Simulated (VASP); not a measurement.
C, 2 atoms in the cell. It takes space group C2/m (No. 12, monoclinic). The conventional cell has a = 4.292 Å, b = 2.478 Å, c = 3.798 Å, α = 90.00°, β = 111.49°, γ = 90.00°. C (site symmetry m) has 3 C at 1.43 Å within 1.9 Å. 

- Program: VASP 6.6.1
- Task: single point
- Functional: LDA
- Potentials or basis: VASP PAW LDA potentials, release 64 (C)
- Cutoff: 520 eV
- k mesh: 14 × 14 × 8
- Occupations: methfessel-paxton, width 0.1 eV
- Spin: no spin polarisation
- Dipole correction: no
- Further INCAR settings: ALGO = Normal; EDIFF = 1e-06; NBANDS = 11

Potentials or basis: VASP PAW LDA potentials, release 64 (C).

Command:

```console
$ cat potpaw_LDA.64/C/POTCAR > POTCAR
$ mpirun -np 1 vasp_std > vasp.out
```

Hardware: 1 thread of Intel(R) Xeon(R) 6975P-C (Granite Rapids), with other jobs on the host.

Problem. How long does it take, and how much memory?

Solution. Wall time 30 s on 1 thread of Intel(R) Xeon(R) 6975P-C (Granite Rapids), on a shared host, peak memory 0.16 GiB. Counts: scf iterations 11, k points 429.
